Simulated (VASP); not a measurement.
Write the native input for VASP 6.6.1 that does the following.

```
Task                   : single point
Functional             : PBE
Potentials or basis    : VASP PAW PBE potentials, release 64 (Bi_d, Te)
Cutoff                 : 500 eV
k mesh                 : 6 × 6 × 6
Occupations            : fermi-dirac, width 0.05 eV
Spin                   : no spin polarisation
Dipole correction      : no
Further INCAR settings : ALGO = Normal; EDIFF = 1e-06; NBANDS = 18
```

The structure of BiTe lies in POSCAR:

```
BiTe
1.0
    0.0000000000      3.3644000000      3.2350000000
    3.3644000000      0.0000000000      3.2350000000
    3.3644000000      3.3644000000      0.0000000000
Bi Te
1 1
Direct
    0.0000000000      0.0000000000      0.0000000000
    0.5000000000      0.5000000000      0.5000000000
```

The input as run:

INCAR

```
SYSTEM = BiTe
ALGO     = Normal         ! electronic algorithm
EDIFF    = 1E-6           ! SCF threshold, eV
ENCUT    = 500            ! plane-wave cutoff, eV
GGA      = PE             ! functional
GGA_COMPAT= .FALSE.      
ISIF     = 2              ! what is computed and relaxed
ISMEAR   = -1             ! smearing method
LASPH    = .TRUE.         ! aspherical terms in the spheres
LCHARG   = .FALSE.        ! write CHGCAR
LREAL    = .FALSE.        ! projectors in reciprocal space
LWAVE    = .FALSE.        ! write WAVECAR
NBANDS   = 18             ! bands
NELM     = 120            ! most SCF steps
PREC     = Accurate       ! precision mode
SIGMA    = 0.05           ! smearing width, eV
```

KPOINTS

```
k-points
0
G
  6 6 6
  0 0 0
```

Potentials or basis: VASP PAW PBE potentials, release 64 (Bi_d, Te).

The run is started by

```bash
$ cat potpaw_PBE.64/Bi_d/POTCAR potpaw_PBE.64/Te/POTCAR > POTCAR
$ mpirun -np 1 vasp_std > vasp.out
```

It gave:

- Pressure: -2.4 GPa

Run time: 57 s on 1 thread of Intel Xeon 8259CL (shared host), peak memory 0.22 GiB.
